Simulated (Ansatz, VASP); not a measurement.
# Al in VASP and in Ansatz

The input INCAR:

```
SYSTEM = Al
  PREC = Accurate
  ENCUT = 520
  EDIFF = 1E-6
  ISMEAR = -1
  SIGMA = 0.1
  LREAL = .False.
  LASPH = .True.
  NELM = 150
  ALGO = Normal
  ISIF = 2
  LWAVE = .False.
  LCHARG = .False.
  LNONCOLLINEAR = .True.
  MAGMOM = -0.255 -0.135 0.456
  LORBIT = 11
  LSORBIT = .True.
  GGA_COMPAT = .False.
  LORBMOM = .True.
  GGA = PS
  IVDW = 13
  NBANDS = 14
```

KPOINTS

```
Automatic mesh
0
Gamma
  8 8 8
  0 0 0
```

Contents of POSCAR:

```
Al
1.0
    0.0000000000      1.9974394157      1.9974394157
    1.9974394157      0.0000000000      1.9974394157
    1.9974394157      1.9974394157      0.0000000000
Al
1
Direct
    0.0000000000      0.0000000000      0.0000000000
```

Contents of input.yaml:

```yaml
crystal:
  lattice:
    - [0.0, 1.9974394157, 1.9974394157]
    - [1.9974394157, 0.0, 1.9974394157]
    - [1.9974394157, 1.9974394157, 0.0]
  atoms:
    - { symbol: Al, position: [0.0, 0.0, 0.0], spin: 0.54, spin_axis: [-0.472558, -0.250178, 0.845045] }
kpoints:
  mp_grid: { grid: [8, 8, 8] }
scf:
  occupations: { method: fermi_dirac, width: 0.1 }
hamiltonian:
  xc: pbesol
  dispersion: d4
  pseudopotentials: { kind: all_electron, lapw: { basis_error: 0.0005 } }
magnetization:
  noncollinear: true
  spin_orbit: true
output:
  forces: true
  stress: true
  eigenvalues: true
```

Change from the starting cell: volume scaled by 0.96.

Alike in both runs: task single point; functional PBEsol; dispersion D4; k mesh 8 × 8 × 8; occupations fermi-dirac, width 0.1 eV; non-collinear spin, spin-orbit coupling.

|  | VASP | Ansatz |
| --- | --- | --- |
| version | VASP 6.6.1 | Ansatz 0.2.0 |
| potentials or method | VASP PAW PBE potentials, release 64 (Al), cutoff 520 eV | all-electron LAPW, relativistic spinors |

VASP gave:

```
pressure (GPa)           : -0.4
net moment per atom (μB) : 0.00
```

Task: Which values does Ansatz return?

Result: Pressure (GPa): -0.5; net moment per atom (μB): 0.00.

VASP's potentials were made for PBE, not for PBEsol. Ansatz ran all-electron here, and VASP with PAW potentials.

Noted on Ansatz's run: the k mesh is thin for a metal, which can move the energy by tens of meV per atom.
